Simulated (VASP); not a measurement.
Crystal: N.

```
CELL_PARAMETERS angstrom
3.96097 0.00000 0.00000
0.00000 3.96097 0.00000
0.00000 0.00000 5.13318
ATOMIC_POSITIONS crystal
N 0.90241 0.90241 0.00000
N 0.59759 0.40241 0.50000
N 0.09759 0.09759 0.00000
N 0.40241 0.59759 0.50000
```

Base run:

- Program: VASP 6.6.1
- Functional: r2SCAN
- Potentials or basis: VASP PAW PBE potentials, release 64 (N)
- Cutoff: 520 eV
- k mesh: 4 × 4 × 4
- Occupations: gaussian, width 0.01 eV
- Spin: no spin polarisation

Its results: band gap on the k mesh 7.46 eV, indirect (least direct gap 7.70 eV); pressure 3.3 GPa; largest force 2.239 eV/Å.

Q: After a change of settings the same cell gave: band gap on the k mesh 6.80 eV, indirect (least direct gap 7.04 eV); pressure 5.3 GPa; largest force 3.106 eV/Å. Which change was it?
A. k mesh from 4 × 4 × 4 to 6 × 6 × 4; further incar settings from ALGO = Normal; EDIFF = 1e-06; NBANDS = 18 to ALGO = Normal; EDIFF = 1e-07; NBANDS = 18
B. further incar settings from ALGO = Normal; EDIFF = 1e-06; NBANDS = 18 to ALGO = Normal; EDIFF = 1e-07; NBANDS = 18
C. functional from r2SCAN to PBE
D. functional from r2SCAN to LDA; potentials or basis from VASP PAW PBE potentials, release 64 (N) to VASP PAW LDA potentials, release 64 (N)

A: C.

r2SCAN gives the wider gap, since meta-GGAs in the generalised Kohn-Sham scheme recover part of the derivative discontinuity.

Caveats: the standard files for N, O and F lose accuracy on very short bonds; the PAW data sets were made with another functional, which shifts forces and pressure a little (some runs); forces of over 1 eV/Å act on the atoms, so gaps and moduli don't describe the material at rest (some runs).
